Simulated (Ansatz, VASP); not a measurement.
**One calculation of Hg, two programs**

File INCAR:

```
SYSTEM = Hg
PREC = Accurate
ENCUT = 520
EDIFF = 1E-6
ISMEAR = 0
SIGMA = 0.15
LREAL = .False.
LASPH = .True.
NELM = 80
ALGO = Fast
ISIF = 2
LWAVE = .False.
LCHARG = .False.
GGA = PS
IVDW = 12
NBANDS = 19
```

Contents of KPOINTS:

```
Automatic mesh
0
Gamma
  18 18 10
  0 0 0
```

POSCAR

```
Hg
1.0
    3.1506933753      0.0000000000      0.0000000000
   -1.5753466876      2.7285805025      0.0000000000
    0.0000000000      0.0000000000      5.4714941155
Hg
2
Direct
    0.6666666667      0.3333333333      0.7500000000
    0.3333333333      0.6666666667      0.2500000000
```

Input for Ansatz:

```yaml
crystal:
  lattice:
    - [3.1506933753, 0.0, 0.0]
    - [-1.5753466876, 2.7285805025, 0.0]
    - [0.0, 0.0, 5.4714941155]
  atoms:
    - { symbol: Hg, position: [0.6666666667, 0.3333333333, 0.75] }
    - { symbol: Hg, position: [0.3333333333, 0.6666666667, 0.25] }
basis:
  ecutwfc: 420
kpoints:
  mp_grid: { grid: [18, 18, 10] }
hamiltonian:
  xc: pbesol
  dispersion: d3bj
scf:
  occupations: { method: gaussian, width: 0.15 }
output:
  forces: true
  stress: true
  eigenvalues: true
```

Alike in both runs: task single point; functional PBEsol; dispersion D3(BJ); k mesh 18 × 18 × 10; occupations gaussian, width 0.15 eV; no spin polarisation.

```csv
,VASP,Ansatz
version,VASP 6.6.1,Ansatz 0.2.0
potentials or method,"VASP PAW PBE potentials, release 64 (Hg), cutoff 520 eV","scalar-relativistic, plane waves, PAW"
valence electrons in the cell,24,40
```

```tsv
	VASP	Ansatz	Ansatz less VASP
gap on the k mesh at the Fermi level (eV)	none	none	-
pressure (GPa)	-2.6	-3.0	-0.38
traceless stress, the component that is largest in VASP (GPa)	-0.31	-0.23	+0.083
```

VASP's potentials were made for PBE, not for PBEsol. A gap of «none» marks a metal or a gap that the smearing closes. VASP's potentials hold 24 valence electrons a cell and Ansatz's 40, so a difference there can come from the potentials and not from the codes.

Spin-orbit coupling is off throughout.
